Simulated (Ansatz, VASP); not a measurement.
# Ga: VASP beside Ansatz

POSCAR

```
Ga
1.0
    0.0000000000      2.8744485395      2.8744485395
    2.8744485395      0.0000000000      2.8744485395
    2.8744485395      2.8744485395      0.0000000000
Ga
2
Direct
   -0.0875000000     -0.1375000000     -0.1375000000
    0.0875000000      0.1375000000      0.1375000000
```

INCAR.step1

```
PREC = Accurate
ENCUT = 520
ISMEAR = -1
SIGMA = 0.05
LREAL = F
LASPH = T
NELM = 80
NBANDS = 20
GGA = PE
ALGO = Normal
EDIFF = 1E-4
LWAVE = T
LCHARG = F
```

Contents of INCAR.step2:

```
PREC = Accurate
ENCUT = 520
EDIFF = 1E-8
ISMEAR = -1
SIGMA = 0.05
LREAL = F
LASPH = T
NELM = 80
ALGO = Normal
ISIF = 2
LWAVE = F
LCHARG = F
METAGGA = R2SCAN
LMIXTAU = T
LEFG = T
NBANDS = 20
ISTART = 1
```

KPOINTS

```
regular mesh
0
Gamma
  9 9 9
```

Input for Ansatz:

```yaml
crystal:
  lattice:
    - [0.0, 2.8744485395, 2.8744485395]
    - [2.8744485395, 0.0, 2.8744485395]
    - [2.8744485395, 2.8744485395, 0.0]
  atoms:
    - { symbol: Ga, position: [-0.0875, -0.1375, -0.1375] }
    - { symbol: Ga, position: [0.0875, 0.1375, 0.1375] }
kpoints:
  mp_grid: { grid: [9, 9, 9] }
scf:
  occupations: { method: fermi_dirac, width: 0.05 }
hamiltonian:
  xc: r2scan
  pseudopotentials: { kind: paw }
output:
  forces: true
  stress: true
  eigenvalues: true
  efg: { contact_densities: true }
  populations: true
```

Change from the starting cell: shortest bond scaled by 1.1, PAW files.

Alike in both runs: task electric field gradients; functional r2SCAN; k mesh 9 × 9 × 9; occupations fermi-dirac, width 0.05 eV; no spin polarisation.

```csv
,VASP,Ansatz
version,VASP 6.6.1,Ansatz 0.2.0
potentials or method,"VASP PAW PBE potentials, release 64 (Ga_d)","PAW with Ansatz's default frozen-core files, scalar-relativistic"
plane-wave cutoff (eV),520,500
valence electrons in the cell,26,26
```

Ansatz gave:

| Quantity | Value |
| --- | --- |
| pressure (GPa) | 1.7 |
| traceless stress, the component that is largest in VASP (GPa) | 3.12 |
| rms of the force components (eV/Å) | 0.276 |
| size of Vzz on the site where it differs most (V/Å²) | 73.9 |

Q: Estimate VASP's values.

A: Pressure (GPa): 1.7; traceless stress, the component that is largest in VASP (GPa): 3.15; rms of the force components (eV/Å): 0.280; size of Vzz on the site where it differs most (V/Å²): 71.7.

VASP's potentials were made for PBE, not for r2SCAN. Atom by atom the forces differ by 0.004 eV/Å (rms over components). The functional is the same, so the differences come from potentials, cutoffs and numerics.
